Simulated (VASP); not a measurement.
Write the native input for VASP 6.6.1 that does the following.

- Task: single point
- Functional: PBE
- Potentials or basis: VASP PAW PBE potentials, release 64 (Ge_d, Sb, Te)
- Cutoff: 520 eV
- k mesh: 1 × 1 × 1, shifted
- Occupations: fermi-dirac, width 0.1362 eV
- Spin: no spin polarisation
- Dipole correction: no
- Further INCAR settings: LREAL = Auto; ALGO = Normal; EDIFF = 1e-07; NBANDS = 73; ISYM = 0

The structure of GeSb4Te4 lies in POSCAR:

```
GeSb4Te4
1.0
    8.0204470000      0.0365690000     -0.2582360000
    0.0365690000      8.8728170000     -0.1270320000
   -0.2582360000     -0.1270320000      8.3859190000
Ge Sb Te
2 8 8
Direct
    0.6811383325      0.5402243929      0.7528553786
    0.6826402250      0.0521084359      0.3281699621
    0.0944349450      0.4317821975      0.5893303594
    0.7729092872      0.7025206925      0.1817657208
    0.2309631820      0.9615754797      0.8142622013
    0.6597237917      0.0362492286      0.9144011819
    0.1177484311      0.6611095963      0.3802381061
    0.3879343233      0.1931147450      0.3927054817
    0.4783168820      0.7219918533      0.9535956295
    0.1130162680      0.0272923518      0.5014794289
    0.3964210328      0.4320397188      0.1392568962
    0.9498646417      0.0912436936      0.1772088562
    0.7411304305      0.4479273655      0.3865556854
    0.1456557689      0.7462470860      0.0741255458
    0.9652079206      0.4287597892      0.8879718068
    0.7536374426      0.9207012327      0.5965136126
    0.4108487527      0.7451924630      0.5640522199
    0.4259558935      0.2606223693      0.7443980233
```

One way to write it, as run:

INCAR

```
  PREC = Accurate
  ENCUT = 520
  EDIFF = 1E-7
  ISMEAR = -1
  SIGMA = 0.1362
  LREAL = Auto
  LASPH = True
  NELM = 60
  ALGO = Normal
  ISIF = 2
  LWAVE = False
  LCHARG = False
  GGA = PE
  ISYM = 0
  NBANDS = 73
```

KPOINTS

```
Automatic mesh
0
Gamma
  1 1 1
  0.25 0.25 0.25
```

Potentials or basis: VASP PAW PBE potentials, release 64 (Ge_d, Sb, Te).

Command:

```sh
$ cat potpaw_PBE.64/Ge_d/POTCAR potpaw_PBE.64/Sb/POTCAR potpaw_PBE.64/Te/POTCAR > POTCAR
$ mpirun -np 1 vasp_std > vasp.out
```

It gave:

```
Pressure               : 2.3 GPa
Largest force          : 1.767 eV/Å
Band gap on the k mesh : 0.08 eV
```

Caveat: the k points lie up to 0.78 Å⁻¹ apart; spin-orbit coupling is left out, which moves the levels of the heavy elements.

Run time: 68 s on 1 thread of AMD EPYC 9R45 96-Core Processor (Zen 5), with other jobs on the host, peak memory 0.53 GiB.
